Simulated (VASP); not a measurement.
# MgSn2N2 (R3m) in VASP: further runs

Runs on MgSn2N2. Level: PBE. Tasks: single point, relaxation of cell and atoms.

Program: VASP 6.6.1. These are calculated values, not measurements. Logs are shortened: lines on timing, memory, paths and dates and some standing lists are left out, and cuts for length are marked.

## 1. The cell of the first run

Symmetry: R3m, No. 160, trigonal system. The conventional cell has a = 5.376 Å, b = 5.376 Å, c = 11.075 Å, α = 90.00°, β = 90.00°, γ = 120.00°. Mg (site symmetry 3m) has 1 Sn at 1.96 Å within 2.6 Å. Sn (site symmetry 3m) has 1 Mg at 1.96 Å within 2.6 Å. Within 2.0 Å of Sn (site symmetry 3m) lie 1 N at 1.53 Å. Within 2.0 Å of N (site symmetry 3m) lie 1 Sn at 1.53 Å and 1 N at 1.59 Å. Within 2.1 Å of N (site symmetry 3m) lie 1 N at 1.59 Å.

The cell was generated, and may not be a known phase.

## 2. Single point, PBE

The input, INCAR:

```
PREC = Accurate ; ENCUT = 520
EDIFF = 1E-6 ; ISMEAR = 0
SIGMA = 0.1 ; LREAL = F
LASPH = T ; NELM = 100
ALGO = Normal ; ISIF = 2
LWAVE = F ; LCHARG = F
GGA = PE ; NBANDS = 28
```

The input, KPOINTS:

```
regular mesh
0
Gamma
  6 6 6
```

The input, POSCAR:

```
MgSn2N2
1.0
    2.6879283600      1.5518761600      3.6917809000
   -2.6879283600      1.5518761600      3.6917809000
    0.0000000000     -3.1037523300      3.6917809000
Mg Sn N
1 2 2
Direct
    0.2305416200      0.2305416200      0.2305416200
    0.0535745200      0.0535745200      0.0535745200
    0.8064610900      0.8064610900      0.8064610900
    0.6680905300      0.6680905300      0.6680905300
    0.5241952200      0.5241952200      0.5241952200
```

Potentials or basis: VASP PAW PBE potentials, release 64 (Mg, Sn_d, N).

Launch:

```
cat potpaw_PBE.64/Mg/POTCAR potpaw_PBE.64/Sn_d/POTCAR potpaw_PBE.64/N/POTCAR > POTCAR
mpirun -np 1 vasp_std > vasp.out
```

OUTCAR:

```text
PREC = Accurate
   ENCUT = 520
   EDIFF = 1E-6
   ISMEAR = 0
   LREAL = F
   LASPH = T
   NELM = 100
   ISIF = 2
   GGA = PE

 ion  position               nearest neighbor table
   1  0.231  0.231  0.231-   2 1.96   3 3.26   3 3.26   3 3.26   2 3.55   2 3.55   2 3.55
   2  0.054  0.054  0.054-   1 1.96   3 2.74   3 3.25   3 3.25   3 3.25   1 3.55   1 3.55   1 3.55

   3  0.806  0.806  0.806-   4 1.53   2 2.74   2 3.25   2 3.25   2 3.25   1 3.26   1 3.26   1 3.26

   4  0.668  0.668  0.668-   3 1.53   5 1.59
   5  0.524  0.524  0.524-   4 1.59

  LATTYP: Found a trigonal (rhomboedric) cell.
 ALAT       =     4.8231239563
 COS(alpha) =     0.3788327826

  Lattice vectors:

 A1 = (   2.6879283600,   1.5518761600,   3.6917809000)
 A2 = (  -2.6879283600,   1.5518761600,   3.6917809000)
 A3 = (   0.0000000000,  -3.1037523300,   3.6917809000)

Analysis of symmetry for initial positions (statically):
=====================================================================
 Subroutine PRICEL returns:
 Original cell was already a primitive cell.

 Routine SETGRP: Setting up the symmetry group for a
 trigonal (rhombohedral) supercell.

 Subroutine GETGRP returns: Found  6 space group operations
 (whereof  6 operations were pure point group operations)
 out of a pool of 12 trial point group operations.

The static configuration has the point symmetry C_3v.

Analysis of symmetry for dynamics (positions and initial velocities):
=====================================================================
 Subroutine PRICEL returns:
 Original cell was already a primitive cell.

 Routine SETGRP: Setting up the symmetry group for a
 trigonal (rhombohedral) supercell.

 Subroutine GETGRP returns: Found  6 space group operations
 (whereof  6 operations were pure point group operations)
 out of a pool of 12 trial point group operations.

The dynamic configuration has the point symmetry C_3v.

 Subroutine INISYM returns: Found  6 space group operations
 (whereof  6 operations are pure point group operations),
 and found     1 'primitive' translations

----------------------------------------------------------------------------------------

                                     Primitive cell

  volume of cell :      92.3979

  direct lattice vectors                    reciprocal lattice vectors
     2.687928360  1.551876160  3.691780900     0.186016862  0.107396886  0.090290660
    -2.687928360  1.551876160  3.691780900    -0.186016862  0.107396886  0.090290660
     0.000000000 -3.103752330  3.691780900     0.000000000 -0.214793771  0.090290660

  length of vectors
     4.823123956  4.823123956  4.823123961     0.232999501  0.232999501  0.232999501

  position of ions in fractional coordinates (direct lattice)
     0.230541620  0.230541620  0.230541620
     0.053574520  0.053574520  0.053574520
     0.806461090  0.806461090  0.806461090
     0.668090530  0.668090530  0.668090530
     0.524195220  0.524195220  0.524195220

  ion indices of the primitive-cell ions
   primitive index   ion index
                 1           1
                 2           2
                 3           3
                 4           4
                 5           5

----------------------------------------------------------------------------------------

 KPOINTS: regular mesh

Automatic generation of k-mesh.
 Grid dimensions read from file:
 generate k-points for:    6    6    6

 Generating k-lattice:

  Cartesian coordinates                     Fractional coordinates (reciprocal lattice)
     0.031002810  0.017899481  0.015048443     0.166666667 -0.000000000  0.000000000
    -0.031002810  0.017899481  0.015048443    -0.000000000  0.166666667  0.000000000
     0.000000000 -0.035798962  0.015048443     0.000000000  0.000000000  0.166666667

  Length of vectors
     0.038833250  0.038833250  0.038833250

  Shift w.r.t. Gamma in fractional coordinates (k-lattice)
     0.000000000  0.000000000  0.000000000

 Subroutine IBZKPT returns following result:
 ===========================================

 Found     32 irreducible k-points:

 Following reciprocal coordinates:
            Coordinates               Weight
  0.000000  0.000000  0.000000      1.000000
  0.166667 -0.000000  0.000000      6.000000
  0.333333  0.000000  0.000000      6.000000
  0.500000  0.000000  0.000000      3.000000
  0.166667  0.166667  0.000000      6.000000
  0.333333  0.166667  0.000000     12.000000
[... 16 lines left out ...]
  0.500000  0.500000  0.166667      6.000000
 -0.333333  0.500000  0.166667     12.000000
 [... further k-points ...]
   k-points           NKPTS =     32   k-points in BZ     NKDIM =     32   number of bands    NBANDS=     28
   number of dos      NEDOS =    301   number of ions     NIONS =      5
   total plane-waves  NPLWV =  46656
   dimension x,y,z NGX =    36 NGY =   36 NGZ =   36
   dimension x,y,z NGXF=    72 NGYF=   72 NGZF=   72
   ions per type =               1   2   2
   NGX,Y,Z   is equivalent  to a cutoff of  12.41, 12.41, 12.41 a.u.
   NGXF,Y,Z  is equivalent  to a cutoff of  24.82, 24.82, 24.82 a.u.
 SYSTEM =  unknown system
   PREC   = accura    normal or accurate (medium, high low for compatibility)
   ISTART =      0    job   : 0-new  1-cont  2-samecut
   ICHARG =      2    charge: 1-file 2-atom 10-const
   ISPIN  =      1    spin polarized calculation?
   LNONCOLLINEAR =      F non collinear calculations
   LSORBIT =      F    spin-orbit coupling
   LASPH  =      T    aspherical Exc in radial PAW
   ENCUT  =  520.0 eV  38.22 Ry    6.18 a.u.   8.97  8.97  8.97*2*pi/ulx,y,z
   NELM   =    100;   NELMIN=  2; NELMDL= -5     # of ELM steps
   EDIFF  = 0.1E-05   stopping-criterion for ELM
   LREAL  =      F    real-space projection
   EDIFFG = 0.1E-04   stopping-criterion for IOM
   NSW    =      0    number of steps for IOM
   IBRION =     -1    ionic relax: 0-MD 1-quasi-New 2-CG
   NFREE  =      0    steps in history (QN), initial steepest desc. (CG)
   ISIF   =      2    stress and relaxation
   ISYM   =      2    0-nonsym 1-usesym 2-fastsym
   POTIM  = 0.5000    time-step for ionic-motion
   TEBEG  =    0.0;   TEEND  =   0.0 temperature during run
   PSTRESS=    0.0 pullay stress
   NELECT =      40.0000    total number of electrons
   NUPDOWN=      -1.0000    fix difference up-down
   EMIN   =  10.00;   EMAX   =-10.00  energy-range for DOS
   EFERMI =   0.00;   METHOD = LEGACY
   ISMEAR =     0;   SIGMA  =   0.10  broadening in eV -4-tet -1-fermi 0-gaus
   EFERMI_NEDOS =   21; number of points for ismear=-14 and -15
   IALGO  =     38    algorithm
   IMIX   =      4    mixing-type and parameters
     AMIX     =   0.40;   BMIX     =  1.00
     AMIX_MAG =   1.60;   BMIX_MAG =  1.00
  volume/ion in A,a.u.               =      18.48       124.71
  Fermi-wavevector in a.u.,A,eV,Ry     =   1.238438  2.340308 20.867638  1.533728
  Thomas-Fermi vector in A             =   2.372963
   LORBIT       =      0    0 simple, 1 ext, 2 COOP (PROOUT), +10 PAW based schemes
   GGA     = PE    functional components
   LHFCALC =     F    Hartree Fock is set to
   AEXX    =    0.0000 exact exchange contribution
   IVDW    =     0    specifies the selected vdW correction
   LEPSILON=     F    determine dielectric tensor
   LRPA    =     F    only Hartree local field effects (RPA)
 non-spin polarized calculation
 Gauss-broadening in eV      SIGMA  =   0.10
  energy-cutoff  :      520.00
  volume of cell :       92.40
 maximum number of plane-waves:      2506
   NGX = 17   NGY = 17   NGZ = 17

 number of electron      40.0000014 magnetization

 Free energy of the ion-electron system (eV)
  ---------------------------------------------------
  ext. energy  EPLUGINS =         0.00000000
  ---------------------------------------------------
  free energy    TOTEN  =       -12.00822920 eV

  energy without entropy =      -11.99348802  energy(sigma->0) =      -12.00085861

 E-fermi :   5.9476     XC(G=0):  -9.9373

 val. band max:        5.9192964831   @ k =  -0.3333   0.3333   0.3333
 cond. band min:       5.9641436099   @ k =   0.3333   0.3333   0.0000
 fundamental gap:      0.0448471267
 Fermi energy:         5.9476259448

 k-point     1 :       0.0000    0.0000    0.0000
  band No.  band energies     occupation
      1     -17.7721      2.00000
      2     -16.3992      2.00000
      3     -16.2124      2.00000
      4     -16.2124      2.00000
      5     -15.9484      2.00000
      6     -15.9484      2.00000
[... 20 lines left out ...]
     27      12.1145      0.00000
     28      12.3807      0.00000

 k-point     2 :       0.1667   -0.0000    0.0000
  band No.  band energies     occupation
      1     -17.7724      2.00000
      2     -16.3989      2.00000
      3     -16.2122      2.00000
      4     -16.2105      2.00000
      5     -15.9477      2.00000
      6     -15.9405      2.00000
[... 20 lines left out ...]
     27      11.9105      0.00000
     28      12.0316      0.00000

 k-point     3 :       0.3333    0.0000    0.0000
  band No.  band energies     occupation
      1     -17.7730      2.00000
      2     -16.3986      2.00000
      3     -16.2120      2.00000
      4     -16.2063      2.00000
      5     -15.9463      2.00000
      6     -15.9200      2.00000
[... 20 lines left out ...]
     27      11.8450      0.00000
     28      12.1336      0.00000

 k-point     4 :       0.5000    0.0000    0.0000
  band No.  band energies     occupation
      1     -17.7732      2.00000
      2     -16.3986      2.00000
      3     -16.2118      2.00000
      4     -16.2040      2.00000
      5     -15.9456      2.00000
      6     -15.8967      2.00000
[... 578 lines left out ...]
     27      11.6326      0.00000
     28      12.8143      0.00000

 k-point    23 :       0.5000    0.5000    0.1667
  band No.  band energies     occupation
      1     -17.7749      2.00000
      2     -16.3932      2.00000
      3     -16.2078      2.00000
      4     -16.2078      2.00000
      5     -15.9292      2.00000
      6     -15.9195      2.00000
[... 20 lines left out ...]
     27      12.6003      0.00000
     28      13.0582      0.00000

 k-point    24 :      -0.3333    0.5000    0.1667
  band No.  band energies     occupation
      1     -17.7747      2.00000
      2     -16.3945      2.00000
      3     -16.2080      2.00000
      4     -16.2066      2.00000
      5     -15.9308      2.00000
      6     -15.9057      2.00000
[... 20 lines left out ...]
     27      11.8435      0.00000
     28      12.9754      0.00000

 [... further k-points ...]

------------------------ aborting loop because EDIFF is reached ----------------------------------------

  FORCE on cell =-STRESS in cart. coord.  units (eV):
  Direction    XX          YY          ZZ          XY          YZ          ZX
  --------------------------------------------------------------------------------------
  -------------------------------------------------------------------------------------
  Total       -0.5688874     -0.5688874     58.1755339      0.0000000     -0.0000001      0.0000000
  in kB       -9.8644985     -9.8644985   1008.7627548      0.0000000     -0.0000009      0.0000000
  external PRESSURE =     329.6779193 kB  Pullay stress =       0.0000000 kB

 VOLUME and BASIS-vectors are now :
 -----------------------------------------------------------------------------
  energy-cutoff  :      520.00
  volume of cell :       92.40
      direct lattice vectors                 reciprocal lattice vectors
     2.687928360  1.551876160  3.691780900     0.186016862  0.107396886  0.090290660
    -2.687928360  1.551876160  3.691780900    -0.186016862  0.107396886  0.090290660
     0.000000000 -3.103752330  3.691780900     0.000000000 -0.214793771  0.090290660

 POSITION                                       TOTAL-FORCE (eV/Angst)
 -----------------------------------------------------------------------------------
      0.00000     -0.00000      2.55333         0.000000     -0.000000     13.765634
      0.00000     -0.00000      0.59336         0.000000      0.000000    -12.814025
      0.00000     -0.00000      8.93183         0.000000     -0.000000     24.507455
      0.00000     -0.00000      7.39933         0.000000      0.000000    -30.352850
      0.00000     -0.00000      5.80564         0.000000     -0.000000      4.893787
 -----------------------------------------------------------------------------------
    total drift:                               -0.000000      0.000000      0.000205

  FREE ENERGIE OF THE ION-ELECTRON SYSTEM (eV)
  ---------------------------------------------------
  free  energy   TOTEN  =       -12.0082291971 eV

  energy  without entropy=      -11.9934880249  energy(sigma->0) =      -12.00085861
```

It took 60 s on 1 thread of Intel Xeon Platinum 8375C at 2.90GHz (Ice Lake), shared host; peak memory 0.24 GiB.

What came out:

```yaml
Free_energy: -12.0082 eV
Pressure: 33.0 GPa
Largest_force: 30.353 eV/Å
Band_gap_on_the_k_mesh: zero (bands 20 and 21 overlap by 0.71 eV)
```

Forces in eV/Å, atoms in the order of the input:
```
Mg    0.000   0.000  13.766
Sn    0.000   0.000 -12.814
Sn    0.000   0.000  24.507
N     0.000   0.000 -30.353
N     0.000   0.000   4.894
```

Levels at points of the mesh, in eV from the Fermi level:
| k point | band 17 | band 18 | band 19 | band 20 | band 21 | band 22 | band 23 | band 24 |
| --- | --- | --- | --- | --- | --- | --- | --- | --- |
| (0.00, 0.00, 0.00) | -2.73 | -1.85 | -1.85 | 0.37 | 0.37 | 1.00 | 1.69 | 1.69 |
| (0.50, 0.00, 0.00) | -3.56 | -2.64 | -0.98 | -0.55 | 1.12 | 1.45 | 2.21 | 3.21 |
| (0.50, 0.50, 0.00) | -3.34 | -0.53 | -0.30 | -0.16 | -0.06 | 0.08 | 3.18 | 3.95 |
| (0.50, 0.50, 0.50) | -4.70 | -2.16 | -2.16 | 0.09 | 0.60 | 0.60 | 4.00 | 4.00 |

Caveat: atoms lie so close that the PAW spheres overlap strongly, which falsifies energies and pressures; the stress differs along the axes, from -1 to 101 GPa; spin-orbit coupling is left out, which moves the levels of the heavy elements; forces of over 1 eV/Å act on the atoms, so gaps and moduli don't describe the material at rest.

## 3. Single point, PBE

This run uses another cell than the first one, of 20.92 Å³/atom.

The input, INCAR:

```
ALGO     = Normal         # electronic algorithm
EDIFF    = 1E-7           # SCF threshold, eV
ENCUT    = 520            # plane-wave cutoff, eV
GGA      = PE             # functional
ISIF     = 2              # what is computed and relaxed
ISMEAR   = 0              # smearing method
LASPH    = T              # aspherical terms in the spheres
LCHARG   = F              # write CHGCAR
LREAL    = F              # projectors in reciprocal space
LWAVE    = F              # write WAVECAR
NBANDS   = 28             # bands
NELM     = 100            # most SCF steps
PREC     = Accurate       # precision mode
SIGMA    = 0.1            # smearing width, eV
```

The input, KPOINTS:

```
k-points
0
Gamma
  6 6 6
```

The input, POSCAR:

```
MgSn2N2
1.0
    2.7131797110      1.5664550346      4.1025173854
   -2.7131797110      1.5664550346      4.1025173854
    0.0000000000     -3.1329100748      4.1025173832
Mg Sn N
1 2 2
Direct
    0.3229495065      0.3229495065      0.3229495065
    0.0641543651      0.0641543651      0.0641543651
    0.8069351699      0.8069351699      0.8069351699
    0.5906558498      0.5906558498      0.5906558498
    0.4981680888      0.4981680888      0.4981680888
```

Potentials or basis: VASP PAW PBE potentials, release 64 (Mg, Sn_d, N).

Launch:

```
cat potpaw_PBE.64/Mg/POTCAR potpaw_PBE.64/Sn_d/POTCAR potpaw_PBE.64/N/POTCAR > POTCAR
mpirun -np 1 vasp_std > vasp.out
```

It took 78 s on 1 thread of Intel Xeon Platinum 8375C at 2.90GHz (Ice Lake), shared host; peak memory 0.29 GiB.

Results (log left out):

- Free energy: -24.6437 eV
- Pressure: 0.4 GPa
- Largest force: 1.046 eV/Å
- Band gap on the k mesh: zero (bands 20 and 21 overlap by 0.57 eV)

Forces on the atoms (eV/Å):
```
Mg   0.000  0.000  0.023
Sn   0.000  0.000  0.000
Sn   0.000  0.000 -0.018
N    0.000  0.000  1.041
N    0.000  0.000 -1.046
```

Stress tensor (GPa, compression positive):
```
-0.13  0.00  0.00
 0.00 -0.13  0.00
 0.00  0.00  1.59
```

Levels at points of the mesh, in eV from the Fermi level:
| k point | band 17 | band 18 | band 19 | band 20 | band 21 | band 22 | band 23 | band 24 |
| --- | --- | --- | --- | --- | --- | --- | --- | --- |
| (0.00, 0.00, 0.00) | -3.72 | -1.30 | -1.30 | -0.37 | -0.25 | -0.25 | 0.80 | 1.63 |
| (0.50, 0.00, 0.00) | -5.22 | -2.29 | -1.67 | -1.37 | 1.11 | 1.38 | 1.76 | 2.27 |
| (0.50, 0.50, 0.00) | -5.90 | -2.11 | -2.05 | -1.41 | 0.81 | 0.88 | 1.94 | 3.88 |
| (0.50, 0.50, 0.50) | -6.25 | -1.99 | -1.99 | -1.94 | 0.61 | 0.61 | 1.98 | 1.98 |

Caveat: the standard files for N, O and F lose accuracy on very short bonds; spin-orbit coupling is left out, which moves the levels of the heavy elements; forces of over 1 eV/Å act on the atoms, so gaps and moduli don't describe the material at rest.

## 4. Relaxation of cell and atoms, PBE

The input, INCAR:

```
ALGO = Normal
EDIFF = 1E-6
EDIFFG = -0.04
ENCUT = 600
GGA = PE
IBRION = 2
ISIF = 3
ISMEAR = 0
LASPH = T
LCHARG = F
LREAL = F
LWAVE = F
NELM = 60
NSW = 90
PREC = Accurate
SIGMA = 0.1
```

KPOINTS is that of step 3.

The input, POSCAR:

```
MgSn2N2
1.0
    2.6879283600      1.5518761600      3.6917809000
   -2.6879283600      1.5518761600      3.6917809000
    0.0000000000     -3.1037523300      3.6917809000
Mg Sn N
1 2 2
Direct
    0.2305416200      0.2305416200      0.2305416200
    0.0535745200      0.0535745200      0.0535745200
    0.8064610900      0.8064610900      0.8064610900
    0.6680905300      0.6680905300      0.6680905300
    0.5241952200      0.5241952200      0.5241952200
```

Launch:

```
cat potpaw_PBE.64/Mg/POTCAR potpaw_PBE.64/Sn_d/POTCAR potpaw_PBE.64/N/POTCAR > POTCAR
mpirun -np 1 vasp_std > vasp.out
```

Run time: 70 min. Hardware: 1 thread of Intel Xeon Platinum 8375C at 2.90GHz (Ice Lake), shared host; peak memory 0.33 GiB.

It converged, with:

```
Free energy                           : -22.8602 eV
Relaxed volume                        : 17.87 Å³/atom
Relaxed cell                          : a = 6.400 Å, b = 6.400 Å, c = 6.400 Å, α = 38.04°, β = 38.04°, γ = 38.04°
Space group after relaxing (to 0.1 Å) : R3m (No. 160)
Pressure after relaxing               : 0.0 GPa
Largest force after relaxing          : 0.019 eV/Å
Band gap on the k mesh                : zero (bands 20 and 21 overlap by 0.69 eV)
```

Forces in eV/Å, atoms in the order of the input:
```
Mg   0.000  0.000 -0.006
Sn   0.000  0.000  0.003
Sn   0.000  0.000 -0.014
N    0.000  0.000 -0.002
N    0.000  0.000  0.019
```

Stress tensor (GPa, compression positive):
```
-0.01  0.00  0.00
 0.00 -0.01  0.00
 0.00  0.00  0.09
```

Final structure:
```
CELL_PARAMETERS angstrom
2.08580 1.20424 5.92986
-2.08580 1.20424 5.92986
0.00000 -2.40847 5.92986
ATOMIC_POSITIONS crystal
Mg 0.39028 0.39028 0.39028
Sn 0.94840 0.94840 0.94840
Sn 0.16211 0.16211 0.16211
N 0.28193 0.28193 0.28193
N 0.50014 0.50014 0.50014
```

Levels at points of the mesh, in eV from the Fermi level:
```csv
k point,band 16,band 17,band 18,band 19,band 20,band 21,band 22,band 23,band 24
"(0.00, 0.00, 0.00)",-3.56,-3.56,-2.84,-2.84,-0.69,0.85,2.77,2.77,3.31
"(0.50, 0.00, 0.00)",-4.29,-3.25,-2.65,-2.45,-1.28,0.48,2.03,3.76,3.80
"(0.50, 0.50, 0.00)",-4.05,-3.26,-3.03,-1.33,-0.64,0.12,1.65,3.32,3.66
"(0.50, 0.50, 0.50)",-3.66,-3.60,-2.72,-2.72,-1.30,0.47,2.22,2.22,3.47
```

Caveat: a cell axis changed by over 15 % at a fixed basis, so the end point is rough; spin-orbit coupling is left out, which moves the levels of the heavy elements.

[end of part 1 of 2]

The gap in the log of VASP goes by the Fermi energy; the results here count the filled bands.